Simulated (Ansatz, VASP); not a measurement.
# MgO: VASP beside Ansatz

```
Mg O
1.0
     0.00000   -2.12692   -2.12692
     0.00000    2.12692   -2.12692
     4.25385    0.00000    0.00000
Mg O
2 2
Cartesian
  2.3894 0.0000 -2.1269
  -0.2625 0.0000 0.0000
  -0.0362 0.0000 -2.1269
  2.1632 0.0000 0.0000
```

Change from the starting cell: mode 9 (400.1 1/cm) frozen in, largest displacement +0.263 Å.

Alike in both runs: task single point; functional PBE; k mesh 8 × 8 × 6; occupations gaussian, width 0.05 eV; no spin polarisation.

```csv
,VASP,Ansatz
version,VASP 6.6.1,Ansatz 0.2.0
potentials or method,"VASP PAW PBE potentials, release 64 (Mg, O), cutoff 520 eV","scalar-relativistic, plane waves, PAW"
valence electrons in the cell,16,32
```

VASP gave:

| Item | Value |
| --- | --- |
| gap on the k mesh at the Fermi level (eV) | 4.49 |
| least direct gap on the mesh (eV) | 4.49 |
| pressure (GPa) | 12.3 |
| traceless stress, the component that is largest in VASP (GPa) | 17.45 |
| rms of the force components (eV/Å) | 2.063 |

Problem. What did Ansatz give for the same quantities?

Solution. gap on the k mesh at the Fermi level (eV): 4.51; least direct gap on the mesh (eV): 4.51; pressure (GPa): 12.7; traceless stress, the component that is largest in VASP (GPa): 17.11; rms of the force components (eV/Å): 2.036.

Atom by atom the forces differ by 0.028 eV/Å (rms over components). VASP's potentials hold 16 valence electrons a cell and Ansatz's 32, so a difference there can come from the potentials and not from the codes.
